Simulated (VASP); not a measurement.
NiGe3:

```
Ge Ni
1.0
     0.00000    3.03556    3.03556
     3.03556    0.00000    3.03556
     3.03556    3.03556    0.00000
Ge Ni
3 1
Direct
  0.25000 0.25000 0.25000
  0.75000 0.75000 0.75000
  0.50000 0.50000 0.50000
  0.00000 0.00000 0.00000
```

```yaml
Program: VASP 6.6.1
Task: relaxation of cell and atoms
Functional: PBEsol
Potentials_or_basis: VASP PAW PBE potentials, release 64 (Ge_d, Ni)
Cutoff: 600 eV
k_mesh: 6 × 6 × 6
Occupations: gaussian, width 0.1 eV
Spin: no spin polarisation
```

At the start: pressure 15.5 GPa; volume 13.99 Å³/atom.

**Question.** How do energy, volume and symmetry change on relaxing?

**Answer.** Over 3 steps the energy falls by 72.1 meV/atom and the volume is 15.66 Å³/atom (+12.0 %); space group Fm-3m (No. 225, to 0.1 Å) before and after.

The path:
```csv
step,energy change (eV),largest force (eV/Å),pressure (GPa),volume (Å³)
1,0.0000,0.0000,15.50,55.94
2,-0.1753,0.0000,-6.83,67.63
3,-0.2883,0.0000,0.06,62.63
```

Final structure:
```cif
data_structure
_symmetry_space_group_name_H-M 'P 1'
_symmetry_Int_Tables_number 1
_cell_length_a 4.4576
_cell_length_b 4.4576
_cell_length_c 4.4576
_cell_angle_alpha 60.000
_cell_angle_beta 60.000
_cell_angle_gamma 60.000
_cell_volume 62.63
loop_
_atom_site_label
_atom_site_type_symbol
_atom_site_fract_x
_atom_site_fract_y
_atom_site_fract_z
_atom_site_occupancy
Ge1 Ge 0.25000 0.25000 0.25000 1
Ge2 Ge 0.75000 0.75000 0.75000 1
Ge3 Ge 0.50000 0.50000 0.50000 1
Ni1 Ni 0.00000 0.00000 0.00000 1
```

Caveat: the PAW data sets were made with another functional, which shifts forces and pressure a little.
